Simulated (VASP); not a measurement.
A run of VASP 6.6.1:

File INCAR:

```
PREC = Accurate
ENCUT = 520
EDIFF = 1E-6
ISMEAR = -1
SIGMA = 0.1
LREAL = F
LASPH = T
NELM = 100
ALGO = Normal
ISIF = 2
LWAVE = F
LCHARG = F
GGA = RE
NBANDS = 10
```

The input KPOINTS:

```
regular mesh
0
Gamma
  11 11 16
```

Contents of POSCAR:

```
Be
1.0
    3.5462459900      0.0000000000      0.0000000000
   -1.7731229950      3.0711391154      0.0000000000
    0.0000000000      0.0000000000      2.1831237669
Be
3
Direct
    0.0000000000      0.0000000000      0.0000000000
    0.3333333333      0.6666666667      0.5000000000
    0.6666666667      0.3333333333      0.5000000000
```

Potentials or basis: VASP PAW PBE potentials, release 64 (Be).

Run with:

```console
$ cat potpaw_PBE.64/Be/POTCAR > POTCAR
$ mpirun -np 1 vasp_std > vasp.out
```

Hardware: 1 thread of Intel Xeon 8259CL, on a shared host.

Problem. How long does it take, and how much memory?

Solution. Run time: 22 s on 1 thread of Intel Xeon 8259CL, on a shared host, peak memory 0.15 GiB. Counts: scf iterations 11, k points 144.
